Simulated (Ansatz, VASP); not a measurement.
Cr: VASP beside Ansatz

The input INCAR:

```
SYSTEM = Cr
ALGO     = Fast           ! electronic algorithm
EDIFF    = 1E-6           ! SCF threshold, eV
ENCUT    = 520            ! plane-wave cutoff, eV
GGA      = PE             ! functional
ISIF     = 2              ! what is computed and relaxed
ISMEAR   = 0              ! smearing method
LASPH    = .TRUE.         ! aspherical terms in the spheres
LCHARG   = .FALSE.        ! write CHGCAR
LREAL    = .FALSE.        ! projectors in reciprocal space
LWAVE    = .FALSE.        ! write WAVECAR
NBANDS   = 12             ! bands
NELM     = 100            ! most SCF steps
PREC     = Accurate       ! precision mode
SIGMA    = 0.1            ! smearing width, eV
```

The input KPOINTS:

```
k-points
0
G
  20 20 20
  0 0 0
```

Contents of POSCAR:

```
Cr
1.0
    0.0000000000      1.7547994750      1.7547994750
    1.7547994750      0.0000000000      1.7547994750
    1.7547994750      1.7547994750      0.0000000000
Cr
1
Direct
    0.0000000000      0.0000000000      0.0000000000
```

Input for Ansatz:

```yaml
crystal:
  lattice:
    - [0.0, 1.754799475, 1.754799475]
    - [1.754799475, 0.0, 1.754799475]
    - [1.754799475, 1.754799475, 0.0]
  atoms:
    - { symbol: Cr, position: [0.0, 0.0, 0.0] }
basis:
  ecutwfc: 420
kpoints:
  mp_grid: { grid: [20, 20, 20] }
hamiltonian:
  xc: pbe
scf:
  occupations: { method: gaussian, width: 0.1 }
output:
  forces: true
  stress: true
  eigenvalues: true
```

Alike in both runs: task single point; functional PBE; k mesh 20 × 20 × 20; occupations gaussian, width 0.1 eV; no spin polarisation.

|  | VASP | Ansatz |
| --- | --- | --- |
| version | VASP 6.6.1 | Ansatz 0.2.0 |
| potentials or method | VASP PAW PBE potentials, release 64 (Cr_pv), cutoff 520 eV | scalar-relativistic, plane waves, PAW |
| valence electrons in the cell | 12 | 14 |

VASP gave:

* gap on the k mesh at the Fermi level (eV): none
* pressure (GPa): 27.0

Task: Estimate Ansatz's values.

Result: gap on the k mesh at the Fermi level (eV): none; pressure (GPa): 27.3.

A gap of «none» marks a metal or a gap that the smearing closes. VASP's potentials hold 12 valence electrons a cell and Ansatz's 14, so a difference there can come from the potentials and not from the codes.
